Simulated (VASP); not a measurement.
Wanted: the native input for a VASP 6.6.1 run.

| Property | Result |
| --- | --- |
| Task | single point |
| Functional | PBE |
| Potentials or basis | VASP PAW PBE potentials, release 64 (Zr_sv) |
| Cutoff | 520 eV |
| k mesh | 14 × 14 × 14 |
| Occupations | fermi-dirac, width 0.1 eV |
| Spin | no spin polarisation |
| Dipole correction | no |
| Further INCAR settings | ALGO = Normal; EDIFF = 1e-06; NBANDS = 12 |

The structure of Zr lies in POSCAR:

```
Zr
1.0
   -1.8130869833      1.8130869833      1.8130869833
    1.8130869833     -1.8130869833      1.8130869833
    1.8130869833      1.8130869833     -1.8130869833
Zr
1
Direct
    0.0000000000      0.0000000000      0.0000000000
```

This cell differs from its parent crystal: volume scaled by 1.04.

The input as run:

INCAR

```
PREC = Accurate ; ENCUT = 520
EDIFF = 1E-6 ; ISMEAR = -1
SIGMA = 0.1 ; LREAL = False
LASPH = True ; NELM = 80
ALGO = Normal ; ISIF = 2
LWAVE = False ; LCHARG = False
GGA = PE ; NBANDS = 12
```

KPOINTS

```
Automatic mesh
0
Gamma
  14 14 14
```

Potentials or basis: VASP PAW PBE potentials, release 64 (Zr_sv).

Launch:

```bash
$ cat potpaw_PBE.64/Zr_sv/POTCAR > POTCAR
$ mpirun -np 1 vasp_std > vasp.out
```

It gave:

The pressure is -3.3 GPa. The band gap on the k mesh is zero (band 6 reaches 9.56 eV, above the bottom of band 7 at 7.83 eV).

Wall time 18 s on 1 thread of AMD EPYC 7R13 Processor (Zen 3), with other jobs on the host, peak memory 0.12 GiB.
